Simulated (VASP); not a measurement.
Input of a VASP 6.6.1 run:

File INCAR:

```
ALGO     = Normal         # electronic algorithm
EDIFF    = 1E-7           # SCF threshold, eV
EDIFFG   = -0.01          # ionic threshold
ENCUT    = 600            # plane-wave cutoff, eV
GGA      = PE             # functional
IBRION   = 2              # ionic algorithm
ISIF     = 3              # what is computed and relaxed
ISMEAR   = 0              # smearing method
LASPH    = True           # aspherical terms in the spheres
LCHARG   = False          # write CHGCAR
LREAL    = False          # projectors in reciprocal space
LWAVE    = False          # write WAVECAR
NELM     = 100            # most SCF steps
NSW      = 60             # ionic steps
PREC     = Accurate       # precision mode
SIGMA    = 0.01           # smearing width, eV
```

File KPOINTS:

```
k-points
0
Gamma
  4 4 4
```

File POSCAR:

```
BaTe
1.0
    0.0000000000      3.4100000000      3.4100000000
    3.4100000000      0.0000000000      3.4100000000
    3.4100000000      3.4100000000      0.0000000000
Ba Te
1 1
Direct
    0.0000000000      0.0000000000      0.0000000000
    0.5000000000      0.5000000000      0.5000000000
```

Potentials or basis: VASP PAW PBE potentials, release 64 (Ba_sv, Te).

Command:

```sh
$ cat potpaw_PBE.64/Ba_sv/POTCAR potpaw_PBE.64/Te/POTCAR > POTCAR
$ mpirun -np 1 vasp_std > vasp.out
```

What does it give for the space group after relaxing (to 0.05 Å)?

Fm-3m (No. 225).

Predict the band gap on the k mesh.

1.59 eV, indirect (least direct gap 1.98 eV).

Final structure:
```xyz
2
Lattice="0.0000 3.5457 3.5457 3.5457 0.0000 3.5457 3.5457 3.5457 0.0000" Properties=species:S:1:pos:R:3 pbc="T T T"
Ba    0.0000    0.0000    0.0000
Te    3.5457    3.5457    3.5457
```

Caveat: spin-orbit coupling is left out, which moves the levels of the heavy elements. Zero-point motion and thermal expansion aren't in these numbers.
